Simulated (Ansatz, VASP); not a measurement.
SnSe in VASP and in Ansatz

Contents of INCAR:

```
PREC     = Accurate       # precision mode
ENCUT    = 520            # plane-wave cutoff, eV
EDIFF    = 1E-6           # SCF threshold, eV
ISMEAR   = -1             # smearing method
SIGMA    = 0.05           # smearing width, eV
LREAL    = F              # projectors in reciprocal space
LASPH    = T              # aspherical terms in the spheres
NELM     = 100            # most SCF steps
ALGO     = Normal         # electronic algorithm
ISIF     = 2              # what is computed and relaxed
LWAVE    = F              # write WAVECAR
LCHARG   = F              # write CHGCAR
GGA      = PE             # functional
ALDAC    = 0.0          
AGGAC    = 0.0          
NBANDS   = 17             # bands
```

The input KPOINTS:

```
regular mesh
0
Gamma
  8 8 8
```

File POSCAR:

```
SnSe
1.0
    0.0000000000      3.0299343558      3.0299343558
    3.0299343558      0.0000000000      3.0299343558
    3.0299343558      3.0299343558      0.0000000000
Sn Se
1 1
Direct
    0.0000000000      0.0000000000      0.0000000000
    0.5000000000      0.5000000000      0.5000000000
```

Contents of input.yaml:

```yaml
crystal:
  lattice:
    - [0.0, 3.0299343558, 3.0299343558]
    - [3.0299343558, 0.0, 3.0299343558]
    - [3.0299343558, 3.0299343558, 0.0]
  atoms:
    - { symbol: Sn, position: [0.0, 0.0, 0.0] }
    - { symbol: Se, position: [0.5, 0.5, 0.5] }
hamiltonian:
  xc: { exchange: pbe, correlation: none }
  pseudopotentials: { kind: paw }
kpoints:
  mp_grid: { grid: [8, 8, 8] }
scf:
  occupations: { method: fermi_dirac, width: 0.05 }
output:
  forces: true
  stress: true
  eigenvalues: true
  write_density: true
  write_potential: true
  elf: true
  volumetric_format: npy
```

Alike in both runs: task single point; functional PBE exchange alone; k mesh 8 × 8 × 8; occupations fermi-dirac, width 0.05 eV; no spin polarisation.

```csv
,VASP,Ansatz
version,VASP 6.6.1,Ansatz 0.2.0
potentials or method,"VASP PAW PBE potentials, release 64 (Sn_d, Se)",Ansatz PAW
plane-wave cutoff (eV),520,420
valence electrons in the cell,20,30
```

|  | VASP | Ansatz | Ansatz less VASP |
| --- | --- | --- | --- |
| gap on the k mesh at the Fermi level (eV) | 0.32 | 0.32 | -0.003 |
| least direct gap on the mesh (eV) | 0.32 | 0.32 | -0.003 |
| pressure (GPa) | 9.1 | 9.1 | -0.02 |

VASP's potentials were made for PBE, not for PBE exchange alone. VASP's potentials hold 20 valence electrons a cell and Ansatz's 30, so a difference there can come from the potentials and not from the codes.
